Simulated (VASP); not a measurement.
## ZrTi3N4: relaxation of cell and atoms with PBE

ZrTi3N4:

```xyz
8
Lattice="4.6547 0.0000 0.0000 0.0000 4.6547 0.0000 0.0000 0.0000 4.6547" Properties=species:S:1:pos:R:3 pbc="T T T"
Zr    0.0000    0.0000    0.0000
Ti    2.3273    2.3273    0.0000
Ti    0.0000    2.3273    2.3273
Ti    2.3273    0.0000    2.3273
N     0.0000    0.0000    2.3273
N     2.3273    0.0000    0.0000
N     0.0000    2.3273    0.0000
N     2.3273    2.3273    2.3273
```

```json
{"Program": "VASP 6.6.1", "Task": "relaxation of cell and atoms", "Functional": "PBE", "Potentials or basis": "VASP PAW PBE potentials, release 64 (Zr_sv, Ti_sv, N)", "Cutoff": "600 eV", "k mesh": "4 × 4 × 4", "Occupations": "gaussian, width 0.1 eV", "Spin": "collinear spin, ferromagnetic start", "Starting moments": "[0.0, 1.0, 1.0, 1.0, 0.0, 0.0, 0.0, 0.0] μB", "Dipole correction": "no", "Further INCAR settings": "ALGO = Normal; EDIFF = 1e-06; IBRION = 2; EDIFFG = -0.04; NSW = 90; ISIF = 3"}
```

```json
{
  "Relaxed volume": "10.32 Å³/atom",
  "Relaxed cell": "a = 4.355 Å, b = 4.355 Å, c = 4.355 Å, α = 90.00°, β = 90.00°, γ = 90.00°",
  "Space group after relaxing (to 0.05 Å)": "Pm-3m (No. 221)",
  "Energy gained by relaxing": "288.3 meV/atom",
  "Ionic steps": "5",
  "Pressure after relaxing": "0.4 GPa",
  "Band gap on the k mesh": "zero (filled and empty bands overlap)",
  "Net moment": "0.00 μB per cell",
  "Valence electrons inside the program's atomic spheres": "Zr 10.03; Ti 10.28; N 3.73, 3.68"
}
```

The path:
| step | energy change (eV) | largest force (eV/Å) | pressure (GPa) | volume (Å³) |
| --- | --- | --- | --- | --- |
| 1 | 0.0000 | 0.0000 | -34.20 | 100.85 |
| 2 | 1.5580 | 0.0000 | 92.00 | 66.45 |
| 3 | -2.3000 | 0.0000 | -2.53 | 83.54 |
| 4 | -2.3061 | 0.0000 | -0.65 | 82.92 |
| 5 | -2.3063 | 0.0000 | 0.43 | 82.59 |

Final structure:
```yaml
crystal:
  lattice:
    - [4.35486, 0.00000, 0.00000]
    - [0.00000, 4.35486, 0.00000]
    - [0.00000, 0.00000, 4.35486]
  atoms:
    - { symbol: Zr, position: [0.00000, 0.00000, 0.00000] }
    - { symbol: Ti, position: [0.50000, 0.50000, 0.00000] }
    - { symbol: Ti, position: [0.00000, 0.50000, 0.50000] }
    - { symbol: Ti, position: [0.50000, 0.00000, 0.50000] }
    - { symbol: N, position: [0.00000, 0.00000, 0.50000] }
    - { symbol: N, position: [0.50000, 0.00000, 0.00000] }
    - { symbol: N, position: [0.00000, 0.50000, 0.00000] }
    - { symbol: N, position: [0.50000, 0.50000, 0.50000] }
```

Levels at points of the mesh, in eV from the Fermi level:
Spin up:
```csv
k point,band 31,band 32,band 33,band 34,band 35,band 36,band 37,band 38
"(0.00, 0.00, 0.00)",-2.66,-2.66,-2.02,-2.02,-2.02,-0.43,-0.43,-0.43
"(0.50, 0.00, 0.00)",-2.94,-2.94,-1.92,-1.75,0.80,0.80,1.12,1.12
"(0.50, 0.50, 0.00)",-4.70,-3.99,0.79,0.90,1.18,1.18,1.39,1.57
"(0.50, 0.50, 0.50)",-5.08,-5.08,1.57,1.57,1.57,1.59,1.59,1.92
```
Spin down:
```
           k point  band 30  band 31  band 32  band 33  band 34  band 35  band 36  band 37  band 38  band 39
(0.00, 0.00, 0.00)    -2.66    -2.66    -2.66    -2.02    -2.02    -2.02    -0.43    -0.43    -0.43     0.74
(0.50, 0.00, 0.00)    -3.12    -2.94    -2.94    -1.92    -1.75     0.80     0.80     1.12     1.12     1.51
(0.50, 0.50, 0.00)    -4.80    -4.70    -3.99     0.79     0.90     1.18     1.18     1.39     1.57     1.62
(0.50, 0.50, 0.50)    -5.08    -5.08    -5.08     1.57     1.57     1.57     1.59     1.59     1.92     1.92
```

Run time: 6.9 min on 1 thread of Intel(R) Xeon(R) Platinum 8559C (Emerald Rapids), with other jobs on the host, peak memory 0.33 GiB.

Caveat: the volume moved by over 15 % at a fixed basis, so the end points are rough.
